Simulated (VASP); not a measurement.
# As2CO3 (P4/mmm) in VASP: a series of runs

The runs below take As2CO3 through single point, relaxation of cell and atoms, with PBE.

All numbers are computed with VASP 6.6.1; they aren't measurements. Logs are shortened: lines on timing, memory, paths and dates and some standing lists are left out, and cuts for length are marked.

## (1) The cell of the first run

Symmetry: P4/mmm, No. 123, tetragonal system. The conventional cell has a = 3.816 Å, b = 3.816 Å, c = 6.438 Å, α = 90.00°, β = 90.00°, γ = 90.00°. As (site symmetry 4mm) has 1 C at 1.94 Å and 1 As at 2.56 Å within 2.6 Å. Within 2.5 Å of C (site symmetry 4/mmm) lie 4 O at 1.91 Å and 2 As at 1.94 Å. O (site symmetry mmm) has 2 C at 1.91 Å and 2 O at 1.91 Å within 2.5 Å. O (site symmetry 4/mmm) has 4 O at 1.91 Å within 2.5 Å.

The cell was generated, and may not be a known phase.

## (2) Single point, PBE

The input, INCAR:

```
SYSTEM = As2CO3
ALGO = Normal ; EDIFF = 1E-7
ENCUT = 520 ; GGA = PE
ISIF = 2 ; ISMEAR = 0
LASPH = .TRUE. ; LCHARG = .FALSE.
LREAL = .FALSE. ; LWAVE = .FALSE.
NBANDS = 25 ; NELM = 100
PREC = Accurate ; SIGMA = 0.1
```

The input, KPOINTS:

```
k-points
0
G
  10 10 6
  0 0 0
```

The input, POSCAR:

```
As2CO3
1.0
    3.8164390349      0.0000000000      0.0000000000
    0.0000000000      3.8164390349      0.0000000000
    0.0000000000      0.0000000000      6.4381914148
As C O
2 1 3
Direct
    0.5000000000      0.5000000000      0.3015565039
    0.5000000000      0.5000000000      0.6984434961
    0.5000000000      0.5000000000      0.0000000000
    0.0000000000      0.5000000000      0.0000000000
    0.5000000000      0.0000000000      0.0000000000
    0.0000000000      0.0000000000      0.0000000000
```

Potentials or basis: VASP PAW PBE potentials, release 64 (As, C, O).

Run with:

```bash
> cat potpaw_PBE.64/As/POTCAR potpaw_PBE.64/C/POTCAR potpaw_PBE.64/O/POTCAR > POTCAR
> mpirun -np 1 vasp_std > vasp.out
```

OUTCAR:

```text
SYSTEM = As2CO3
   EDIFF = 1E-7
   ENCUT = 520
   GGA = PE
   ISIF = 2
   ISMEAR = 0
   LASPH = .TRUE.
   LREAL = .FALSE.
   NELM = 100
   PREC = Accurate

 ion  position               nearest neighbor table
   1  0.500  0.500  0.302-   3 1.94   2 2.56
   2  0.500  0.500  0.698-   3 1.94   1 2.56
   3  0.500  0.500  0.000-   4 1.91   5 1.91   5 1.91   4 1.91   1 1.94   2 1.94
   4  0.000  0.500  0.000-   3 1.91   6 1.91   6 1.91   3 1.91
   5  0.500  0.000  0.000-   3 1.91   6 1.91   3 1.91   6 1.91
   6  0.000  0.000  0.000-   4 1.91   5 1.91   4 1.91   5 1.91

  LATTYP: Found a simple tetragonal cell.
 ALAT       =     3.8164390349
 C/A-ratio  =     1.6869629924

  Lattice vectors:

 A1 = (   3.8164390349,   0.0000000000,   0.0000000000)
 A2 = (   0.0000000000,   3.8164390349,   0.0000000000)
 A3 = (   0.0000000000,   0.0000000000,   6.4381914148)

Analysis of symmetry for initial positions (statically):
=====================================================================
 Subroutine PRICEL returns:
 Original cell was already a primitive cell.

 Routine SETGRP: Setting up the symmetry group for a
 simple tetragonal supercell.

 Subroutine GETGRP returns: Found 16 space group operations
 (whereof 16 operations were pure point group operations)
 out of a pool of 16 trial point group operations.

The static configuration has the point symmetry D_4h.

Analysis of symmetry for dynamics (positions and initial velocities):
=====================================================================
 Subroutine PRICEL returns:
 Original cell was already a primitive cell.

 Routine SETGRP: Setting up the symmetry group for a
 simple tetragonal supercell.

 Subroutine GETGRP returns: Found 16 space group operations
 (whereof 16 operations were pure point group operations)
 out of a pool of 16 trial point group operations.

The dynamic configuration has the point symmetry D_4h.

 Subroutine INISYM returns: Found 16 space group operations
 (whereof 16 operations are pure point group operations),
 and found     1 'primitive' translations

----------------------------------------------------------------------------------------

                                     Primitive cell

  volume of cell :      93.7736

  direct lattice vectors                    reciprocal lattice vectors
     3.816439035  0.000000000  0.000000000     0.262024361  0.000000000  0.000000000
     0.000000000  3.816439035  0.000000000     0.000000000  0.262024361  0.000000000
     0.000000000  0.000000000  6.438191415     0.000000000  0.000000000  0.155323123

  length of vectors
     3.816439035  3.816439035  6.438191415     0.262024361  0.262024361  0.155323123

  position of ions in fractional coordinates (direct lattice)
     0.500000000  0.500000000  0.301556504
     0.500000000  0.500000000  0.698443496
     0.500000000  0.500000000  0.000000000
     0.000000000  0.500000000  0.000000000
     0.500000000  0.000000000  0.000000000
     0.000000000  0.000000000  0.000000000

  ion indices of the primitive-cell ions
   primitive index   ion index
                 1           1
                 2           2
                 3           3
                 4           4
                 5           5
                 6           6

----------------------------------------------------------------------------------------

 KPOINTS: k-points

Automatic generation of k-mesh.
 Grid dimensions read from file:
 generate k-points for:   10   10    6

 Generating k-lattice:

  Cartesian coordinates                     Fractional coordinates (reciprocal lattice)
     0.026202436  0.000000000  0.000000000     0.100000000  0.000000000  0.000000000
     0.000000000  0.026202436  0.000000000     0.000000000  0.100000000  0.000000000
     0.000000000  0.000000000  0.025887187     0.000000000  0.000000000  0.166666667

  Length of vectors
     0.026202436  0.026202436  0.025887187

  Shift w.r.t. Gamma in fractional coordinates (k-lattice)
     0.000000000  0.000000000  0.000000000

 Subroutine IBZKPT returns following result:
 ===========================================

 Found     84 irreducible k-points:

 Following reciprocal coordinates:
            Coordinates               Weight
  0.000000  0.000000  0.000000      1.000000
  0.100000  0.000000  0.000000      4.000000
  0.200000  0.000000  0.000000      4.000000
  0.300000  0.000000  0.000000      4.000000
  0.400000  0.000000  0.000000      4.000000
  0.500000  0.000000  0.000000      2.000000
[... 16 lines left out ...]
  0.100000  0.000000  0.166667      8.000000
  0.200000  0.000000  0.166667      8.000000
 [... further k-points ...]
   k-points           NKPTS =     84   k-points in BZ     NKDIM =     84   number of bands    NBANDS=     25
   number of dos      NEDOS =    301   number of ions     NIONS =      6
   total plane-waves  NPLWV =  37632
   dimension x,y,z NGX =    28 NGY =   28 NGZ =   48
   dimension x,y,z NGXF=    56 NGYF=   56 NGZF=   96
   ions per type =               2   1   3
   NGX,Y,Z   is equivalent  to a cutoff of  12.20, 12.20, 12.39 a.u.
   NGXF,Y,Z  is equivalent  to a cutoff of  24.39, 24.39, 24.79 a.u.
 SYSTEM =  As2CO3
   PREC   = accura    normal or accurate (medium, high low for compatibility)
   ISTART =      0    job   : 0-new  1-cont  2-samecut
   ICHARG =      2    charge: 1-file 2-atom 10-const
   ISPIN  =      1    spin polarized calculation?
   LNONCOLLINEAR =      F non collinear calculations
   LSORBIT =      F    spin-orbit coupling
   LASPH  =      T    aspherical Exc in radial PAW
   ENCUT  =  520.0 eV  38.22 Ry    6.18 a.u.   7.10  7.10 11.97*2*pi/ulx,y,z
   NELM   =    100;   NELMIN=  2; NELMDL= -5     # of ELM steps
   EDIFF  = 0.1E-06   stopping-criterion for ELM
   LREAL  =      F    real-space projection
   EDIFFG = 0.1E-05   stopping-criterion for IOM
   NSW    =      0    number of steps for IOM
   IBRION =     -1    ionic relax: 0-MD 1-quasi-New 2-CG
   NFREE  =      0    steps in history (QN), initial steepest desc. (CG)
   ISIF   =      2    stress and relaxation
   ISYM   =      2    0-nonsym 1-usesym 2-fastsym
   POTIM  = 0.5000    time-step for ionic-motion
   TEBEG  =    0.0;   TEEND  =   0.0 temperature during run
   PSTRESS=    0.0 pullay stress
   NELECT =      32.0000    total number of electrons
   NUPDOWN=      -1.0000    fix difference up-down
   EMIN   =  10.00;   EMAX   =-10.00  energy-range for DOS
   EFERMI =   0.00;   METHOD = LEGACY
   ISMEAR =     0;   SIGMA  =   0.10  broadening in eV -4-tet -1-fermi 0-gaus
   EFERMI_NEDOS =   21; number of points for ismear=-14 and -15
   IALGO  =     38    algorithm
   IMIX   =      4    mixing-type and parameters
     AMIX     =   0.40;   BMIX     =  1.00
     AMIX_MAG =   1.60;   BMIX_MAG =  1.00
  volume/ion in A,a.u.               =      15.63       105.47
  Fermi-wavevector in a.u.,A,eV,Ry     =   1.144014  2.161873 17.806868  1.308768
  Thomas-Fermi vector in A             =   2.280707
   LORBIT       =      0    0 simple, 1 ext, 2 COOP (PROOUT), +10 PAW based schemes
   GGA     = PE    functional components
   LHFCALC =     F    Hartree Fock is set to
   AEXX    =    0.0000 exact exchange contribution
   IVDW    =     0    specifies the selected vdW correction
   LEPSILON=     F    determine dielectric tensor
   LRPA    =     F    only Hartree local field effects (RPA)
 non-spin polarized calculation
 Gauss-broadening in eV      SIGMA  =   0.10
  energy-cutoff  :      520.00
  volume of cell :       93.77
 maximum number of plane-waves:      2548
   NGX = 15   NGY = 15   NGZ = 23

 number of electron      31.9999985 magnetization

 Free energy of the ion-electron system (eV)
  ---------------------------------------------------
  ext. energy  EPLUGINS =         0.00000000
  ---------------------------------------------------
  free energy    TOTEN  =       -24.72111624 eV

  energy without entropy =      -24.69492589  energy(sigma->0) =      -24.70802106

 E-fermi :   2.3449     XC(G=0):  -9.3990

 val. band max:        2.3443787847   @ k =   0.2000   0.0000   0.0000
 cond. band min:       2.3487683516   @ k =   0.5000   0.5000   0.1667
 fundamental gap:      0.0043895669
 Fermi energy:         2.3449294025

 k-point     1 :       0.0000    0.0000    0.0000
  band No.  band energies     occupation
      1     -18.5832      2.00000
      2     -15.1011      2.00000
      3     -12.9234      2.00000
      4      -9.5054      2.00000
      5      -8.8904      2.00000
      6      -5.7663      2.00000
[... 17 lines left out ...]
     24       8.5897      0.00000
     25       9.4684      0.00000

 k-point     2 :       0.1000    0.0000    0.0000
  band No.  band energies     occupation
      1     -18.5182      2.00000
      2     -15.1690      2.00000
      3     -13.0078      2.00000
      4      -9.5603      2.00000
      5      -8.8511      2.00000
      6      -6.1971      2.00000
[... 17 lines left out ...]
     24       8.5651      0.00000
     25       9.8191      0.00000

 k-point     3 :       0.2000    0.0000    0.0000
  band No.  band energies     occupation
      1     -18.3258      2.00000
      2     -15.4012      2.00000
      3     -13.1629      2.00000
      4      -9.7259      2.00000
      5      -8.7437      2.00000
      6      -6.5421      2.00000
[... 552 lines left out ...]
 k-point    23 :       0.1000    0.0000    0.1667
  band No.  band energies     occupation
      1     -18.5175      2.00000
      2     -15.1691      2.00000
      3     -13.0034      2.00000
      4      -9.6986      2.00000
      5      -8.7703      2.00000
      6      -5.9738      2.00000
[... 17 lines left out ...]
     24       8.6120      0.00000
     25       9.8903      0.00000

 k-point    24 :       0.2000    0.0000    0.1667
  band No.  band energies     occupation
      1     -18.3252      2.00000
      2     -15.4010      2.00000
      3     -13.1595      2.00000
      4      -9.7644      2.00000
      5      -8.8384      2.00000
      6      -6.1994      2.00000
[... 17 lines left out ...]
     24       8.6518      0.00000
     25      10.7753      0.00000

 [... further k-points ...]

------------------------ aborting loop because EDIFF is reached ----------------------------------------

  FORCE on cell =-STRESS in cart. coord.  units (eV):
  Direction    XX          YY          ZZ          XY          YZ          ZX
  --------------------------------------------------------------------------------------
  -------------------------------------------------------------------------------------
  Total       -0.0097757     -0.0097757      0.2521931      0.0000000      0.0000000      0.0000000
  in kB       -0.1670237     -0.1670237      4.3088682      0.0000000      0.0000000      0.0000000
  external PRESSURE =       1.3249403 kB  Pullay stress =       0.0000000 kB

 VOLUME and BASIS-vectors are now :
 -----------------------------------------------------------------------------
  energy-cutoff  :      520.00
  volume of cell :       93.77
      direct lattice vectors                 reciprocal lattice vectors
     3.816439035  0.000000000  0.000000000     0.262024361  0.000000000  0.000000000
     0.000000000  3.816439035  0.000000000     0.000000000  0.262024361  0.000000000
     0.000000000  0.000000000  6.438191415     0.000000000  0.000000000  0.155323123

 POSITION                                       TOTAL-FORCE (eV/Angst)
 -----------------------------------------------------------------------------------
      1.90822      1.90822      1.94148        -0.000000     -0.000000      0.070725
      1.90822      1.90822      4.49671         0.000000      0.000000     -0.070725
      1.90822      1.90822      0.00000         0.000000     -0.000000      0.000000
      0.00000      1.90822      0.00000         0.000000     -0.000000      0.000000
      1.90822      0.00000      0.00000         0.000000     -0.000000      0.000000
      0.00000      0.00000      0.00000         0.000000     -0.000000      0.000000
 -----------------------------------------------------------------------------------
    total drift:                                0.000000     -0.000000     -0.000000

  FREE ENERGIE OF THE ION-ELECTRON SYSTEM (eV)
  ---------------------------------------------------
  free  energy   TOTEN  =       -24.7211162354 eV

  energy  without entropy=      -24.6949258933  energy(sigma->0) =      -24.70802106
```

Wall time 5.7 min (1 thread of Intel Xeon 8259CL, shared host); peak memory 0.31 GiB.

What came out:

```yaml
Free_energy: -24.7211 eV
Pressure: 0.1 GPa
Largest_force: 0.071 eV/Å
Band_gap_on_the_k_mesh: zero (bands 16 and 17 overlap by 1.88 eV)
```

Forces on the atoms (eV/Å):
```
As   0.000  0.000  0.071
As   0.000  0.000 -0.071
C    0.000  0.000  0.000
O    0.000  0.000  0.000
O    0.000  0.000  0.000
O    0.000  0.000  0.000
```

## (3) Relaxation of cell and atoms, PBE

This run uses another cell than the first one, of 15.15 Å³/atom.

The input, INCAR:

```
  PREC = Accurate
  ENCUT = 600
  EDIFF = 1E-7
  ISMEAR = 0
  SIGMA = 0.1
  LREAL = F
  LASPH = T
  NELM = 100
  ALGO = Normal
  ISIF = 3
  LWAVE = F
  LCHARG = F
  GGA = PE
  IBRION = 2
  NSW = 100
  EDIFFG = -0.01
```

The input, KPOINTS:

```
regular mesh
0
Gamma
  10 10 6
```

The input, POSCAR:

```
As2CO3
1.0
    3.7551315129      0.0000000000      0.0000000000
    0.0000000000      3.7551315129      0.0000000000
    0.0000000000      0.0000000000      6.4451047603
As C O
2 1 3
Direct
    0.5000000000      0.5000000000      0.3093459397
    0.5000000000      0.5000000000      0.6906540603
    0.5000000000      0.5000000000      0.0000000000
    0.0000000000      0.5000000000      0.0000000000
    0.5000000000      0.0000000000      0.0000000000
    0.0000000000      0.0000000000      0.0000000000
```

Potentials or basis: VASP PAW PBE potentials, release 64 (As, C, O).

Run with:

```bash
> cat potpaw_PBE.64/As/POTCAR potpaw_PBE.64/C/POTCAR potpaw_PBE.64/O/POTCAR > POTCAR
> mpirun -np 1 vasp_std > vasp.out
```

OUTCAR:

```text
PREC = Accurate
   ENCUT = 600
   EDIFF = 1E-7
   ISMEAR = 0
   LREAL = F
   LASPH = T
   NELM = 100
   ISIF = 3
   GGA = PE
   IBRION = 2
   NSW = 100
   EDIFFG = -0.01

 ion  position               nearest neighbor table
   1  0.500  0.500  0.309-   3 1.99   2 2.46
   2  0.500  0.500  0.691-   3 1.99   1 2.46
   3  0.500  0.500  0.000-   4 1.88   5 1.88   5 1.88   4 1.88   1 1.99   2 1.99
   4  0.000  0.500  0.000-   3 1.88   6 1.88   6 1.88   3 1.88
   5  0.500  0.000  0.000-   3 1.88   6 1.88   3 1.88   6 1.88
   6  0.000  0.000  0.000-   4 1.88   5 1.88   4 1.88   5 1.88

  LATTYP: Found a simple tetragonal cell.
 ALAT       =     3.7551315129
 C/A-ratio  =     1.7163459490

  Lattice vectors:

 A1 = (   3.7551315129,   0.0000000000,   0.0000000000)
 A2 = (   0.0000000000,   3.7551315129,   0.0000000000)
 A3 = (   0.0000000000,   0.0000000000,   6.4451047603)

Analysis of symmetry for initial positions (statically):
=====================================================================
 Subroutine PRICEL returns:
 Original cell was already a primitive cell.
[... 183 lines left out ...]

  FORCE on cell =-STRESS in cart. coord.  units (eV):
  Direction    XX          YY          ZZ          XY          YZ          ZX
  --------------------------------------------------------------------------------------
  -------------------------------------------------------------------------------------
  Total        0.8952837      0.8952837     -0.3733530      0.0000000     -0.0000000     -0.0000000
  in kB       15.7830519     15.7830519     -6.5818789      0.0000000     -0.0000000     -0.0000000
  external PRESSURE =       8.3280750 kB  Pullay stress =       0.0000000 kB
[... 227 lines left out ...]
--------------------------------------- Ionic step        7  -------------------------------------------

 number of electron      32.0000013 magnetization

 Free energy of the ion-electron system (eV)
  ---------------------------------------------------
  ext. energy  EPLUGINS =         0.00000000
  ---------------------------------------------------
  free energy    TOTEN  =       -24.72277991 eV

  energy without entropy =      -24.69650278  energy(sigma->0) =      -24.70964135

 E-fermi :   2.3635     XC(G=0):  -9.4184

 val. band max:        2.3612428032   @ k =   0.1000   0.1000   0.0000
 cond. band min:       2.3685390402   @ k =   0.2000   0.1000   0.5000
 fundamental gap:      0.0072962370
 Fermi energy:         2.3634985433

 k-point     1 :       0.0000    0.0000    0.0000
  band No.  band energies     occupation
      1     -18.5932      2.00000
      2     -15.0853      2.00000
      3     -12.8984      2.00000
      4      -9.4950      2.00000
      5      -8.8171      2.00000
      6      -5.7359      2.00000
[... 541 lines left out ...]
     19       4.5517      0.00000
     20       4.7895      0.00000

 [... further k-points ...]

------------------------ aborting loop because EDIFF is reached ----------------------------------------

  FORCE on cell =-STRESS in cart. coord.  units (eV):
  Direction    XX          YY          ZZ          XY          YZ          ZX
  --------------------------------------------------------------------------------------
  -------------------------------------------------------------------------------------
  Total       -0.0180242     -0.0180242      0.0119698      0.0000000     -0.0000000      0.0000000
  in kB       -0.3090467     -0.3090467      0.2052370      0.0000000     -0.0000000      0.0000000
  external PRESSURE =      -0.1376188 kB  Pullay stress =       0.0000000 kB
[... 21 lines left out ...]
  FREE ENERGIE OF THE ION-ELECTRON SYSTEM (eV)
  ---------------------------------------------------
  free  energy   TOTEN  =       -24.7227799127 eV

  energy  without entropy=      -24.6965027802  energy(sigma->0) =      -24.70964135

 reached required accuracy - stopping structural energy minimisation
```

It took 30 min on 1 thread of Intel Xeon 8259CL, shared host; peak memory 0.35 GiB.

What came out:

```
Free energy                           : -24.7228 eV
Relaxed volume                        : 15.57 Å³/atom
Relaxed cell                          : a = 3.810 Å, b = 3.810 Å, c = 6.437 Å, α = 90.00°, β = 90.00°, γ = 90.00°
Space group after relaxing (to 0.1 Å) : P4/mmm (No. 123)
Energy gained by relaxing             : 3.1 meV/atom
Ionic steps                           : 7
Pressure after relaxing               : 0.0 GPa
Band gap on the k mesh                : zero (bands 16 and 17 overlap by 1.87 eV)
```

The path:
```tsv
step	energy change (eV)	largest force (eV/Å)	pressure (GPa)	volume (Å³)
1	0.0000	0.1423	0.83	90.88
2	-0.0118	0.1384	0.33	91.92
3	-0.0150	0.1402	-0.07	92.85
4	-0.0172	0.0793	0.06	92.96
5	-0.0184	0.0217	0.30	93.12
6	-0.0183	0.0266	-0.35	93.81
7	-0.0188	0.0002	-0.01	93.44
```

Final structure:
```
CELL_PARAMETERS angstrom
3.81013 0.00000 0.00000
0.00000 3.81013 0.00000
0.00000 0.00000 6.43672
ATOMIC_POSITIONS crystal
As 0.50000 0.50000 0.30320
As 0.50000 0.50000 0.69680
C 0.50000 0.50000 0.00000
O 0.00000 0.50000 0.00000
O 0.50000 0.00000 0.00000
O 0.00000 0.00000 0.00000
```
